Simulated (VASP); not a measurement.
A run of VASP 6.6.1:

Contents of INCAR:

```
SYSTEM = PtS2
ALGO = Normal
EDIFF = 1E-7
ENCUT = 520
GGA = PE
ISIF = 2
ISMEAR = 0
LASPH = .TRUE.
LCHARG = .FALSE.
LREAL = .FALSE.
LWAVE = .FALSE.
NBANDS = 18
NELM = 80
PREC = Accurate
SIGMA = 0.05
```

KPOINTS

```
k-points
0
G
  12 12 8
  0 0 0
```

POSCAR

```
PtS2
1.0
    3.6014142432      0.0000000000      0.0000000000
   -1.8007071216      3.1189162241      0.0000000000
    0.0000000000      0.0000000000      4.6680954840
Pt S
1 2
Direct
    0.0000000000      0.0000000000      0.0000000000
    0.3333333333      0.6666666667      0.3107657017
    0.6666666667      0.3333333333      0.6892342983
```

Potentials or basis: VASP PAW PBE potentials, release 64 (Pt, S).

Launch:

```console
$ cat potpaw_PBE.64/Pt/POTCAR potpaw_PBE.64/S/POTCAR > POTCAR
$ mpirun -np 1 vasp_std > vasp.out
```

Hardware: 1 thread of Intel(R) Xeon(R) Platinum 8488C (Sapphire Rapids), with other jobs on the host.

Q: How long does it take, and how much memory?

A: It took 56 s on 1 thread of Intel(R) Xeon(R) Platinum 8488C (Sapphire Rapids), on a shared host, peak memory 0.25 GiB. Counts: scf iterations 15, k points 131.
